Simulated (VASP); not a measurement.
# CdS (P2_1) in VASP: single point with PBE

Aim: the single point of CdS with PBE.

Everything below comes from runs of VASP 6.6.1. Logs are shortened: lines on timing, memory, paths and dates and some standing lists are left out, and cuts for length are marked.

## (1) The cell of the first run

The structure is monoclinic, space group P2_1 (No. 4). Conventional cell: a = 4.081 Å, b = 6.749 Å, c = 4.135 Å, α = 90.00°, β = 118.71°, γ = 90.00°. Within 3.3 Å of Cd (site symmetry 1) lie 4 S at 2.48 to 2.60 Å. Within 3.3 Å of S (site symmetry 1) lie 4 Cd at 2.48 to 2.60 Å.

## (2) Single point, PBE (strain -0.0300 x Voigt [0, 0, 0, 0, 0, 1])

INCAR

```
PREC = Accurate
ENCUT = 520
EDIFF = 1E-6
ISMEAR = 0
SIGMA = 0.05
LREAL = F
LASPH = T
NELM = 60
ALGO = Normal
ISIF = 2
LWAVE = F
LCHARG = F
GGA = PE
NBANDS = 26
```

KPOINTS

```
regular mesh
0
Gamma
  12 12 4
```

POSCAR

```
CdS
1.0
    4.1347992034     -0.0620219881      0.0000000000
   -2.1211122189      3.6118521437      0.0000000000
    0.0000000000      0.0000000000      6.7490000000
Cd S
2 2
Direct
    0.3333333333      0.6666666667      0.0000000000
    0.6666666667      0.3333333333      0.5000000000
    0.3333333333      0.6666666667      0.3850000000
    0.6666666667      0.3333333333      0.8850000000
```

Potentials or basis: VASP PAW PBE potentials, release 64 (Cd, S).

Run with:

```sh
$ cat potpaw_PBE.64/Cd/POTCAR potpaw_PBE.64/S/POTCAR > POTCAR
$ mpirun -np 1 vasp_std > vasp.out
```

OUTCAR:

```text
PREC = Accurate
   ENCUT = 520
   EDIFF = 1E-6
   ISMEAR = 0
   LREAL = F
   LASPH = T
   NELM = 60
   ISIF = 2
   GGA = PE

 ion  position               nearest neighbor table
   1  0.333  0.667  0.000-   4 2.48   4 2.51   4 2.54   3 2.60
   2  0.667  0.333  0.500-   3 2.48   3 2.51   3 2.54   4 2.60
   3  0.333  0.667  0.385-   2 2.48   2 2.51   2 2.54   1 2.60
   4  0.667  0.333  0.885-   1 2.48   1 2.51   1 2.54   2 2.60

  LATTYP: Found a simple monoclinic cell.
 ALAT       =     4.0812044062
 B/A-ratio  =     1.6536785047
 C/A-ratio  =     1.0132460741
 COS(beta)  =    -0.4803040536

  Lattice vectors:

 A1 = (   2.0136869845,   3.5498301556,   0.0000000000)
 A2 = (   0.0000000000,   0.0000000000,  -6.7490000000)
 A3 = (  -4.1347992034,   0.0620219881,   0.0000000000)

Analysis of symmetry for initial positions (statically):
=====================================================================
 Subroutine PRICEL returns:
 Original cell was already a primitive cell.

 Routine SETGRP: Setting up the symmetry group for a
 simple monoclinic supercell.

 Subroutine GETGRP returns: Found  2 space group operations
 (whereof  1 operations were pure point group operations)
 out of a pool of  4 trial point group operations.

The static configuration has the point symmetry C_1 .
 The point group associated with its full space group is C_2 .

Analysis of symmetry for dynamics (positions and initial velocities):
=====================================================================
 Subroutine PRICEL returns:
 Original cell was already a primitive cell.

 Routine SETGRP: Setting up the symmetry group for a
 simple monoclinic supercell.

 Subroutine GETGRP returns: Found  2 space group operations
 (whereof  1 operations were pure point group operations)
 out of a pool of  4 trial point group operations.

The dynamic configuration has the point symmetry C_1 .
 The point group associated with its full space group is C_2 .

 Subroutine INISYM returns: Found  2 space group operations
 (whereof  1 operations are pure point group operations),
 and found     1 'primitive' translations

----------------------------------------------------------------------------------------

                                     Primitive cell

  volume of cell :      99.9036

  direct lattice vectors                    reciprocal lattice vectors
     4.134799203 -0.062021988  0.000000000     0.243999093  0.143291983  0.000000000
    -2.121112219  3.611852144  0.000000000     0.004189903  0.279326842  0.000000000
     0.000000000  0.000000000  6.749000000     0.000000000  0.000000000  0.148170099

  length of vectors
     4.135264342  4.188626619  6.749000000     0.282963160  0.279358265  0.148170099

  position of ions in fractional coordinates (direct lattice)
     0.333333333  0.666666667  0.000000000
     0.666666667  0.333333333  0.500000000
     0.333333333  0.666666667  0.385000000
     0.666666667  0.333333333  0.885000000

  ion indices of the primitive-cell ions
   primitive index   ion index
                 1           1
                 2           2
                 3           3
                 4           4

----------------------------------------------------------------------------------------

 KPOINTS: regular mesh

Automatic generation of k-mesh.
 Grid dimensions read from file:
 generate k-points for:   12   12    4

 Generating k-lattice:

  Cartesian coordinates                     Fractional coordinates (reciprocal lattice)
     0.020333258  0.011940999  0.000000000     0.083333333  0.000000000  0.000000000
     0.000349159  0.023277237  0.000000000    -0.000000000  0.083333333  0.000000000
     0.000000000  0.000000000  0.037042525     0.000000000  0.000000000  0.250000000

  Length of vectors
     0.023580263  0.023279855  0.037042525

  Shift w.r.t. Gamma in fractional coordinates (k-lattice)
     0.000000000  0.000000000  0.000000000

 Subroutine IBZKPT returns following result:
 ===========================================

 Found    222 irreducible k-points:

 Following reciprocal coordinates:
            Coordinates               Weight
  0.000000  0.000000  0.000000      1.000000
  0.083333  0.000000  0.000000      2.000000
  0.166667  0.000000  0.000000      2.000000
  0.250000  0.000000  0.000000      2.000000
  0.333333 -0.000000  0.000000      2.000000
  0.416667  0.000000  0.000000      2.000000
[... 16 lines left out ...]
  0.250000  0.166667  0.000000      2.000000
  0.333333  0.166667  0.000000      2.000000
 [... further k-points ...]
   k-points           NKPTS =    222   k-points in BZ     NKDIM =    222   number of bands    NBANDS=     26
   number of dos      NEDOS =    301   number of ions     NIONS =      4
   total plane-waves  NPLWV =  51200
   dimension x,y,z NGX =    32 NGY =   32 NGZ =   50
   dimension x,y,z NGXF=    64 NGYF=   64 NGZF=  100
   ions per type =               2   2
   NGX,Y,Z   is equivalent  to a cutoff of  12.86, 12.70, 12.32 a.u.
   NGXF,Y,Z  is equivalent  to a cutoff of  25.73, 25.40, 24.63 a.u.
 SYSTEM =  unknown system
   PREC   = accura    normal or accurate (medium, high low for compatibility)
   ISTART =      0    job   : 0-new  1-cont  2-samecut
   ICHARG =      2    charge: 1-file 2-atom 10-const
   ISPIN  =      1    spin polarized calculation?
   LNONCOLLINEAR =      F non collinear calculations
   LSORBIT =      F    spin-orbit coupling
   LASPH  =      T    aspherical Exc in radial PAW
   ENCUT  =  520.0 eV  38.22 Ry    6.18 a.u.   7.69  7.79 12.55*2*pi/ulx,y,z
   NELM   =     60;   NELMIN=  2; NELMDL= -5     # of ELM steps
   EDIFF  = 0.1E-05   stopping-criterion for ELM
   LREAL  =      F    real-space projection
   EDIFFG = 0.1E-04   stopping-criterion for IOM
   NSW    =      0    number of steps for IOM
   IBRION =     -1    ionic relax: 0-MD 1-quasi-New 2-CG
   NFREE  =      0    steps in history (QN), initial steepest desc. (CG)
   ISIF   =      2    stress and relaxation
   ISYM   =      2    0-nonsym 1-usesym 2-fastsym
   POTIM  = 0.5000    time-step for ionic-motion
   TEBEG  =    0.0;   TEEND  =   0.0 temperature during run
   PSTRESS=    0.0 pullay stress
   NELECT =      36.0000    total number of electrons
   NUPDOWN=      -1.0000    fix difference up-down
   EMIN   =  10.00;   EMAX   =-10.00  energy-range for DOS
   EFERMI =   0.00;   METHOD = LEGACY
   ISMEAR =     0;   SIGMA  =   0.05  broadening in eV -4-tet -1-fermi 0-gaus
   EFERMI_NEDOS =   21; number of points for ismear=-14 and -15
   IALGO  =     38    algorithm
   IMIX   =      4    mixing-type and parameters
     AMIX     =   0.40;   BMIX     =  1.00
     AMIX_MAG =   1.60;   BMIX_MAG =  1.00
  volume/ion in A,a.u.               =      24.98       168.55
  Fermi-wavevector in a.u.,A,eV,Ry     =   1.164971  2.201477 18.465261  1.357158
  Thomas-Fermi vector in A             =   2.301503
   LORBIT       =      0    0 simple, 1 ext, 2 COOP (PROOUT), +10 PAW based schemes
   GGA     = PE    functional components
   LHFCALC =     F    Hartree Fock is set to
   AEXX    =    0.0000 exact exchange contribution
   IVDW    =     0    specifies the selected vdW correction
   LEPSILON=     F    determine dielectric tensor
   LRPA    =     F    only Hartree local field effects (RPA)
 non-spin polarized calculation
 Gauss-broadening in eV      SIGMA  =   0.05
  energy-cutoff  :      520.00
  volume of cell :       99.90
 maximum number of plane-waves:      2711
   NGX = 15   NGY = 15   NGZ = 25

 number of electron      35.9999995 magnetization

 Free energy of the ion-electron system (eV)
  ---------------------------------------------------
  ext. energy  EPLUGINS =         0.00000000
  ---------------------------------------------------
  free energy    TOTEN  =       -12.22941479 eV

  energy without entropy =      -12.22941479  energy(sigma->0) =      -12.22941479

 E-fermi :   1.4977     XC(G=0):  -9.1109

 val. band max:        1.2941496995   @ k =   0.0000   0.0000   0.0000
 cond. band min:       2.4753906282   @ k =   0.0000   0.0000   0.0000
 fundamental gap:      1.1812409287
 Fermi energy:         1.4977003946

 k-point     1 :       0.0000    0.0000    0.0000
  band No.  band energies     occupation
      1     -11.0848      2.00000
      2     -10.6743      2.00000
      3      -6.4615      2.00000
      4      -6.4463      2.00000
      5      -6.4012      2.00000
      6      -6.3847      2.00000
[... 18 lines left out ...]
     25       8.9223      0.00000
     26       8.9530      0.00000

 k-point     2 :       0.0833    0.0000    0.0000
  band No.  band energies     occupation
      1     -11.0587      2.00000
      2     -10.6616      2.00000
      3      -6.4480      2.00000
      4      -6.4330      2.00000
      5      -6.3847      2.00000
      6      -6.3709      2.00000
[... 18 lines left out ...]
     25       8.8309      0.00000
     26       8.8913      0.00000

 k-point     3 :       0.1667    0.0000    0.0000
  band No.  band energies     occupation
      1     -10.9859      2.00000
      2     -10.6282      2.00000
      3      -6.4058      2.00000
      4      -6.3969      2.00000
      5      -6.3390      2.00000
      6      -6.3348      2.00000
[... 18 lines left out ...]
     25       8.8353      0.00000
     26       9.2920      0.00000

 k-point     4 :       0.2500    0.0000    0.0000
  band No.  band energies     occupation
      1     -10.8828      2.00000
      2     -10.5860      2.00000
      3      -6.3582      2.00000
      4      -6.3489      2.00000
      5      -6.2707      2.00000
      6      -6.2610      2.00000
[... 18 lines left out ...]
     25       9.2773      0.00000
     26       9.8403      0.00000
[... 496 lines left out ...]
      1     -10.8306      2.00000
      2     -10.5677      2.00000
      3      -6.3509      2.00000
      4      -6.3192      2.00000
      5      -6.2598      2.00000
      6      -6.2339      2.00000
[... 18 lines left out ...]
     25       9.3477      0.00000
     26       9.9939      0.00000

 k-point    23 :       0.2500    0.1667    0.0000
  band No.  band energies     occupation
      1     -10.7329      2.00000
      2     -10.5412      2.00000
      3      -6.3347      2.00000
      4      -6.2781      2.00000
      5      -6.2042      2.00000
      6      -6.1832      2.00000
[... 18 lines left out ...]
     25       9.1864      0.00000
     26      10.3519      0.00000

 k-point    24 :       0.3333    0.1667    0.0000
  band No.  band energies     occupation
      1     -10.6528      2.00000
      2     -10.5326      2.00000
      3      -6.3299      2.00000
      4      -6.2569      2.00000
      5      -6.1509      2.00000
      6      -6.1484      2.00000
[... 18 lines left out ...]
     25       9.7398      0.00000
     26      10.4511      0.00000

 [... further k-points ...]

------------------------ aborting loop because EDIFF is reached ----------------------------------------

  FORCE on cell =-STRESS in cart. coord.  units (eV):
  Direction    XX          YY          ZZ          XY          YZ          ZX
  --------------------------------------------------------------------------------------
  -------------------------------------------------------------------------------------
  Total        2.3385817      2.3075841      0.8384531      0.8175546      0.0000000      0.0000000
  in kB       37.5043772     37.0072602     13.4464670     13.1113126      0.0000000      0.0000000
  external PRESSURE =      29.3193682 kB  Pullay stress =       0.0000000 kB

 VOLUME and BASIS-vectors are now :
 -----------------------------------------------------------------------------
  energy-cutoff  :      520.00
  volume of cell :       99.90
      direct lattice vectors                 reciprocal lattice vectors
     4.134799203 -0.062021988  0.000000000     0.243999093  0.143291983  0.000000000
    -2.121112219  3.611852144  0.000000000     0.004189903  0.279326842  0.000000000
     0.000000000  0.000000000  6.749000000     0.000000000  0.000000000  0.148170099

 POSITION                                       TOTAL-FORCE (eV/Angst)
 -----------------------------------------------------------------------------------
     -0.03581      2.38723      0.00000         0.202954      0.008774      0.276746
      2.04950      1.16260      3.37450        -0.202954     -0.008774      0.276746
     -0.03581      2.38723      2.59836         0.238431      0.008732     -0.276746
      2.04950      1.16260      5.97286        -0.238431     -0.008732     -0.276746
 -----------------------------------------------------------------------------------
    total drift:                               -0.000000     -0.000000     -0.000433

  FREE ENERGIE OF THE ION-ELECTRON SYSTEM (eV)
  ---------------------------------------------------
  free  energy   TOTEN  =       -12.2294147880 eV

  energy  without entropy=      -12.2294147880  energy(sigma->0) =      -12.22941479
```

It took 9.1 min on 1 thread of Intel Xeon 8259CL, shared host; peak memory 0.57 GiB.

Results:

```
Free energy            : -12.2294 eV
Pressure               : 2.9 GPa
Largest force          : 0.365 eV/Å
Band gap on the k mesh : 1.18 eV
```

Forces in eV/Å, atoms in the order of the input:
```
Cd   0.203  0.009  0.277
Cd  -0.203 -0.009  0.277
S    0.238  0.009 -0.277
S   -0.238 -0.009 -0.277
```

Levels at points of the mesh, in eV from the valence-band top:
| k point | band 15 | band 16 | band 17 | band 18 | band 19 | band 20 | band 21 | band 22 |
| --- | --- | --- | --- | --- | --- | --- | --- | --- |
| (0.00, 0.00, 0.00) | -0.70 | -0.09 | -0.08 | 0.00 | 1.18 | 2.68 | 6.32 | 6.59 |
| (0.50, 0.00, 0.00) | -2.53 | -2.01 | -1.27 | -0.96 | 3.60 | 3.67 | 5.09 | 6.41 |
| (0.00, 0.50, 0.00) | -2.59 | -1.90 | -1.25 | -0.87 | 3.68 | 3.83 | 5.07 | 6.34 |
| (0.50, 0.50, 0.00) | -2.64 | -1.79 | -1.24 | -0.78 | 3.75 | 3.99 | 5.07 | 6.28 |
| (0.00, 0.00, 0.50) | -0.45 | -0.45 | -0.36 | -0.36 | 2.77 | 2.77 | 6.09 | 6.09 |
| (0.50, 0.00, 0.50) | -1.51 | -1.51 | -1.30 | -1.30 | 3.40 | 3.40 | 5.23 | 5.23 |
| (0.00, 0.50, 0.50) | -1.42 | -1.42 | -1.31 | -1.31 | 3.47 | 3.47 | 5.26 | 5.26 |
| (0.50, 0.50, 0.50) | -1.34 | -1.34 | -1.31 | -1.31 | 3.53 | 3.53 | 5.30 | 5.30 |

Caveat: the cell differs from its parent crystal (strain -0.0300 x Voigt [0, 0, 0, 0, 0, 1]).
